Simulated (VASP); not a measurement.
# NaTi2O2 (P-3m1) in VASP: relaxation of cell and atoms with PBE

Aim: the relaxation of cell and atoms of NaTi2O2 with PBE.

Program: VASP 6.6.1. These are calculated values, not measurements. Logs are shortened: lines on timing, memory, paths and dates and some standing lists are left out, and cuts for length are marked.

### 1 The cell of the first run

It takes space group P-3m1 (No. 164, trigonal). The conventional cell has a = 2.991 Å, b = 2.991 Å, c = 7.899 Å, α = 90.00°, β = 90.00°, γ = 120.00°. Within 3.1 Å of Na (site symmetry -3m) lie 6 O at 2.37 Å and 6 Na at 2.99 Å. Ti (site symmetry 3m) has 3 O at 2.07 Å within 2.7 Å. Within 2.7 Å of O (site symmetry 3m) lie 3 Ti at 2.07 Å and 3 Na at 2.37 Å.

The cell was built from a structure type or drawn by symmetry, and may not be a known phase.

### 2 Relaxation of cell and atoms, PBE

The input, INCAR:

```
ALGO     = Normal         # electronic algorithm
EDIFF    = 1E-6           # SCF threshold, eV
EDIFFG   = -0.01          # ionic threshold
ENCUT    = 600            # plane-wave cutoff, eV
GGA      = PE             # functional
IBRION   = 2              # ionic algorithm
ISIF     = 3              # what is computed and relaxed
ISMEAR   = 0              # smearing method
LASPH    = True           # aspherical terms in the spheres
LCHARG   = False          # write CHGCAR
LREAL    = False          # projectors in reciprocal space
LWAVE    = False          # write WAVECAR
NELM     = 100            # most SCF steps
NSW      = 100            # ionic steps
PREC     = Accurate       # precision mode
SIGMA    = 0.1            # smearing width, eV
```

The input, KPOINTS:

```
k-points
0
Gamma
  12 12 6
```

The input, POSCAR:

```
NaTi2O2
1.0
    2.9907607685      0.0000000000      0.0000000000
   -1.4953803843      2.5900748022      0.0000000000
    0.0000000000      0.0000000000      7.8988444715
Na Ti O
1 2 2
Direct
    0.0000000000      0.0000000000      0.0000000000
    0.6666666667      0.3333333333      0.3495884980
    0.3333333333      0.6666666667      0.6504115020
    0.6666666667      0.3333333333      0.7939620774
    0.3333333333      0.6666666667      0.2060379226
```

Potentials or basis: VASP PAW PBE potentials, release 64 (Na_pv, Ti_sv, O).

Command:

```sh
$ cat potpaw_PBE.64/Na_pv/POTCAR potpaw_PBE.64/Ti_sv/POTCAR potpaw_PBE.64/O/POTCAR > POTCAR
$ mpirun -np 1 vasp_std > vasp.out
```

OUTCAR:

```text
EDIFF = 1E-6
   EDIFFG = -0.01
   ENCUT = 600
   GGA = PE
   IBRION = 2
   ISIF = 3
   ISMEAR = 0
   LASPH = True
   LREAL = False
   NELM = 100
   NSW = 100
   PREC = Accurate

 ion  position               nearest neighbor table
   1  0.000  0.000  0.000-   4 2.37   5 2.37   4 2.37   5 2.37   4 2.37   5 2.37
   2  0.667  0.333  0.350-   5 2.07   5 2.07   5 2.07
   3  0.333  0.667  0.650-   4 2.07   4 2.07   4 2.07
   4  0.667  0.333  0.794-   3 2.07   3 2.07   3 2.07   1 2.37   1 2.37   1 2.37
   5  0.333  0.667  0.206-   2 2.07   2 2.07   2 2.07   1 2.37   1 2.37   1 2.37

  LATTYP: Found a hexagonal cell.
 ALAT       =     2.9907607685
 C/A-ratio  =     2.6410820132

  Lattice vectors:

 A1 = (   2.9907607685,   0.0000000000,   0.0000000000)
 A2 = (  -1.4953803843,   2.5900748022,   0.0000000000)
 A3 = (   0.0000000000,   0.0000000000,   7.8988444715)

Analysis of symmetry for initial positions (statically):
=====================================================================
 Subroutine PRICEL returns:
 Original cell was already a primitive cell.

 Routine SETGRP: Setting up the symmetry group for a
 hexagonal supercell.

 Subroutine GETGRP returns: Found 12 space group operations
 (whereof 12 operations were pure point group operations)
 out of a pool of 24 trial point group operations.

The static configuration has the point symmetry D_3d.

Analysis of symmetry for dynamics (positions and initial velocities):
=====================================================================
 Subroutine PRICEL returns:
 Original cell was already a primitive cell.

 Routine SETGRP: Setting up the symmetry group for a
 hexagonal supercell.

 Subroutine GETGRP returns: Found 12 space group operations
 (whereof 12 operations were pure point group operations)
 out of a pool of 24 trial point group operations.

The dynamic configuration has the point symmetry D_3d.

 Subroutine INISYM returns: Found 12 space group operations
 (whereof 12 operations are pure point group operations),
 and found     1 'primitive' translations

----------------------------------------------------------------------------------------

                                     Primitive cell

  volume of cell :      61.1868

  direct lattice vectors                    reciprocal lattice vectors
     2.990760768  0.000000000  0.000000000     0.334363086  0.193044618  0.000000000
    -1.495380384  2.590074802  0.000000000     0.000000000  0.386089235  0.000000000
     0.000000000  0.000000000  7.898844472     0.000000000  0.000000000  0.126600796

  length of vectors
     2.990760768  2.990760769  7.898844472     0.386089235  0.386089235  0.126600796

  position of ions in fractional coordinates (direct lattice)
     0.000000000  0.000000000  0.000000000
     0.666666667  0.333333333  0.349588498
     0.333333333  0.666666667  0.650411502
     0.666666667  0.333333333  0.793962077
     0.333333333  0.666666667  0.206037923

  ion indices of the primitive-cell ions
   primitive index   ion index
                 1           1
                 2           2
                 3           3
                 4           4
                 5           5

----------------------------------------------------------------------------------------

 KPOINTS: k-points

Automatic generation of k-mesh.
 Grid dimensions read from file:
 generate k-points for:   12   12    6

 Generating k-lattice:

  Cartesian coordinates                     Fractional coordinates (reciprocal lattice)
     0.027863590  0.016087051  0.000000000     0.083333333  0.000000000  0.000000000
     0.000000000  0.032174103  0.000000000     0.000000000  0.083333333  0.000000000
     0.000000000  0.000000000  0.021100133     0.000000000  0.000000000  0.166666667

  Length of vectors
     0.032174103  0.032174103  0.021100133

  Shift w.r.t. Gamma in fractional coordinates (k-lattice)
     0.000000000  0.000000000  0.000000000

 Subroutine IBZKPT returns following result:
 ===========================================

 Found    100 irreducible k-points:

 Following reciprocal coordinates:
            Coordinates               Weight
  0.000000  0.000000  0.000000      1.000000
  0.083333  0.000000  0.000000      6.000000
  0.166667  0.000000  0.000000      6.000000
  0.250000  0.000000  0.000000      6.000000
  0.333333  0.000000  0.000000      6.000000
  0.416667  0.000000  0.000000      6.000000
[... 16 lines left out ...]
  0.166667  0.000000  0.166667      6.000000
  0.000000  0.166667  0.166667      6.000000
 [... further k-points ...]
   k-points           NKPTS =    100   k-points in BZ     NKDIM =    100   number of bands    NBANDS=     25
   number of dos      NEDOS =    301   number of ions     NIONS =      5
   total plane-waves  NPLWV =  36864
   dimension x,y,z NGX =    24 NGY =   24 NGZ =   64
   dimension x,y,z NGXF=    48 NGYF=   48 NGZF=  128
   ions per type =               1   2   2
   NGX,Y,Z   is equivalent  to a cutoff of  13.34, 13.34, 13.47 a.u.
   NGXF,Y,Z  is equivalent  to a cutoff of  26.68, 26.68, 26.94 a.u.
 SYSTEM =  unknown system
   PREC   = accura    normal or accurate (medium, high low for compatibility)
   ISTART =      0    job   : 0-new  1-cont  2-samecut
   ICHARG =      2    charge: 1-file 2-atom 10-const
   ISPIN  =      1    spin polarized calculation?
   LNONCOLLINEAR =      F non collinear calculations
   LSORBIT =      F    spin-orbit coupling
   LASPH  =      T    aspherical Exc in radial PAW
   ENCUT  =  600.0 eV  44.10 Ry    6.64 a.u.   5.97  5.97 15.78*2*pi/ulx,y,z
   NELM   =    100;   NELMIN=  2; NELMDL= -5     # of ELM steps
   EDIFF  = 0.1E-05   stopping-criterion for ELM
   LREAL  =      F    real-space projection
   EDIFFG = -.1E-01   stopping-criterion for IOM
   NSW    =    100    number of steps for IOM
   IBRION =      2    ionic relax: 0-MD 1-quasi-New 2-CG
   NFREE  =      1    steps in history (QN), initial steepest desc. (CG)
   ISIF   =      3    stress and relaxation
   ISYM   =      2    0-nonsym 1-usesym 2-fastsym
   POTIM  = 0.5000    time-step for ionic-motion
   TEBEG  =    0.0;   TEEND  =   0.0 temperature during run
   PSTRESS=    0.0 pullay stress
   NELECT =      43.0000    total number of electrons
   NUPDOWN=      -1.0000    fix difference up-down
   EMIN   =  10.00;   EMAX   =-10.00  energy-range for DOS
   EFERMI =   0.00;   METHOD = LEGACY
   ISMEAR =     0;   SIGMA  =   0.10  broadening in eV -4-tet -1-fermi 0-gaus
   EFERMI_NEDOS =   21; number of points for ismear=-14 and -15
   IALGO  =     38    algorithm
   IMIX   =      4    mixing-type and parameters
     AMIX     =   0.40;   BMIX     =  1.00
     AMIX_MAG =   1.60;   BMIX_MAG =  1.00
  volume/ion in A,a.u.               =      12.24        82.58
  Fermi-wavevector in a.u.,A,eV,Ry     =   1.455499  2.750494 28.823619  2.118476
  Thomas-Fermi vector in A             =   2.572526
   LORBIT       =      0    0 simple, 1 ext, 2 COOP (PROOUT), +10 PAW based schemes
   GGA     = PE    functional components
   LHFCALC =     F    Hartree Fock is set to
   AEXX    =    0.0000 exact exchange contribution
   IVDW    =     0    specifies the selected vdW correction
   LEPSILON=     F    determine dielectric tensor
   LRPA    =     F    only Hartree local field effects (RPA)
 conjugate gradient relaxation of ions
 non-spin polarized calculation
 Gauss-broadening in eV      SIGMA  =   0.10
  energy-cutoff  :      600.00
  volume of cell :       61.19
 maximum number of plane-waves:      2085
   NGX = 11   NGY = 11   NGZ = 31

--------------------------------------- Ionic step        1  -------------------------------------------

 number of electron      43.0000021 magnetization

 Free energy of the ion-electron system (eV)
  ---------------------------------------------------
  ext. energy  EPLUGINS =         0.00000000
  ---------------------------------------------------
  free energy    TOTEN  =       -36.52654181 eV

  energy without entropy =      -36.51239531  energy(sigma->0) =      -36.51946856

------------------------ aborting loop because EDIFF is reached ----------------------------------------

  FORCE on cell =-STRESS in cart. coord.  units (eV):
  Direction    XX          YY          ZZ          XY          YZ          ZX
  --------------------------------------------------------------------------------------
  -------------------------------------------------------------------------------------
  Total        0.1196624      0.1196624      0.0358764     -0.0000000      0.0000000     -0.0000000
  in kB        3.1333623      3.1333623      0.9394246     -0.0000000      0.0000000     -0.0000000
  external PRESSURE =       2.4020497 kB  Pullay stress =       0.0000000 kB
[... 63 lines left out ...]
  energy  without entropy=      -36.5124179165  energy(sigma->0) =      -36.51947986

--------------------------------------- Ionic step        3  -------------------------------------------

 number of electron      43.0000020 magnetization

 Free energy of the ion-electron system (eV)
  ---------------------------------------------------
  ext. energy  EPLUGINS =         0.00000000
  ---------------------------------------------------
  free energy    TOTEN  =       -36.52667214 eV

  energy without entropy =      -36.51253619  energy(sigma->0) =      -36.51960416

 E-fermi :   7.0828     XC(G=0): -11.1383

 val. band max:        7.0809783850   @ k =   0.0000   0.3333   0.1667
 cond. band min:       7.0969752745   @ k =  -0.0833   0.2500   0.3333
 fundamental gap:      0.0159968895
 Fermi energy:         7.0828488906

 k-point     1 :       0.0000    0.0000    0.0000
  band No.  band energies     occupation
      1     -50.1379      2.00000
      2     -50.0863      2.00000
      3     -26.4904      2.00000
      4     -26.2147      2.00000
      5     -26.1987      2.00000
      6     -26.1987      2.00000
[... 661 lines left out ...]
     24       7.9937      0.00000
     25       8.7815      0.00000

 [... further k-points ...]

------------------------ aborting loop because EDIFF is reached ----------------------------------------

  FORCE on cell =-STRESS in cart. coord.  units (eV):
  Direction    XX          YY          ZZ          XY          YZ          ZX
  --------------------------------------------------------------------------------------
  -------------------------------------------------------------------------------------
  Total        0.0054577      0.0054577     -0.0325112     -0.0000000      0.0000000      0.0000000
  in kB        0.1427219      0.1427219     -0.8501808     -0.0000000      0.0000000      0.0000000
  external PRESSURE =      -0.1882457 kB  Pullay stress =       0.0000000 kB
[... 20 lines left out ...]
  FREE ENERGIE OF THE ION-ELECTRON SYSTEM (eV)
  ---------------------------------------------------
  free  energy   TOTEN  =       -36.5266721373 eV

  energy  without entropy=      -36.5125361920  energy(sigma->0) =      -36.51960416

 reached required accuracy - stopping structural energy minimisation
```

It took 2.5 min on 1 thread of Intel Xeon 6975P-C (Granite Rapids), shared host; peak memory 0.33 GiB.

Results:

```yaml
Free_energy: -36.5267 eV
Relaxed_volume: 12.25 Å³/atom
Relaxed_cell: a = 2.992 Å, b = 2.992 Å, c = 7.900 Å, α = 90.00°, β = 90.00°, γ = 120.00°
Space_group_after_relaxing_to_0.1_Å: P-3m1 (No. 164)
Energy_gained_by_relaxing: 0.0 meV/atom
Ionic_steps: 3
Pressure_after_relaxing: 0.0 GPa
Band_gap_on_the_k_mesh: zero (an odd number of electrons rules out a gap without spin polarisation)
```

Forces on the atoms (eV/Å):
```
Na   0.000  0.000  0.000
Ti   0.000  0.000 -0.002
Ti   0.000  0.000  0.002
O    0.000  0.000  0.000
O    0.000  0.000  0.000
```

The path:
```
step  energy change (eV)  largest force (eV/Å)  pressure (GPa)  volume (Å³)
   1              0.0000                0.0373            0.24        61.19
   2              0.0000                0.0424           -0.25        61.35
   3             -0.0001                0.0024           -0.02        61.27
```

Final structure:
```yaml
crystal:
  lattice:
    - [2.99248, 0.00000, 0.00000]
    - [-1.49624, 2.59156, 0.00000]
    - [0.00000, 0.00000, 7.90021]
  atoms:
    - { symbol: Na, position: [0.00000, 0.00000, 0.00000] }
    - { symbol: Ti, position: [0.66667, 0.33333, 0.34970] }
    - { symbol: Ti, position: [0.33333, 0.66667, 0.65030] }
    - { symbol: O, position: [0.66667, 0.33333, 0.79406] }
    - { symbol: O, position: [0.33333, 0.66667, 0.20594] }
```

Caveat: an odd number of electrons without spin polarisation forces a metal; a magnetic or distorted state may lie lower.
